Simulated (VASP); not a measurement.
Write the native input for VASP 6.6.1 that does the following.

```
Task                   : single point
Functional             : PBE
Potentials or basis    : VASP PAW PBE potentials, release 64 (Si, B, Br)
Cutoff                 : 520 eV
k mesh                 : 14 × 14 × 10
Occupations            : gaussian, width 0.1 eV
Spin                   : no spin polarisation
Dipole correction      : no
Further INCAR settings : ALGO = Normal; EDIFF = 1e-06; NBANDS = 14
```

The structure of SiBBr lies in POSCAR:

```
SiBBr
1.0
    3.4267447076      0.0000000000      0.0000000000
    0.0000000000      3.4267447076      0.0000000000
    0.0000000000      0.0000000000      5.4074823331
Si B Br
1 1 1
Direct
    0.0000000000      0.0000000000      0.5000000000
    0.5000000000      0.5000000000      0.0000000000
    0.0000000000      0.0000000000      0.0000000000
```

The input as run:

INCAR

```
PREC     = Accurate       # precision mode
ENCUT    = 520            # plane-wave cutoff, eV
EDIFF    = 1E-6           # SCF threshold, eV
ISMEAR   = 0              # smearing method
SIGMA    = 0.1            # smearing width, eV
LREAL    = False          # projectors in reciprocal space
LASPH    = True           # aspherical terms in the spheres
NELM     = 80             # most SCF steps
ALGO     = Normal         # electronic algorithm
ISIF     = 2              # what is computed and relaxed
LWAVE    = False          # write WAVECAR
LCHARG   = True           # write CHGCAR
GGA      = PE             # functional
LELF     = True           # ELF
LVHAR    = True         
NBANDS   = 14             # bands
```

KPOINTS

```
regular mesh
0
Gamma
  14 14 10
```

Potentials or basis: VASP PAW PBE potentials, release 64 (Si, B, Br).

The run is started by

```bash
$ cat potpaw_PBE.64/Si/POTCAR potpaw_PBE.64/B/POTCAR potpaw_PBE.64/Br/POTCAR > POTCAR
$ mpirun -np 1 vasp_std > vasp.out
```

Results of the run:

```yaml
Pressure: 0.0 GPa
Band_gap_on_the_k_mesh: zero (band 7 reaches 6.01 eV, above the bottom of band 8 at 2.75 eV)
```

Wall time 2.6 min on 1 thread of Oxide Virtual Turin-like Processor, with other jobs on the host, peak memory 0.3 GiB.
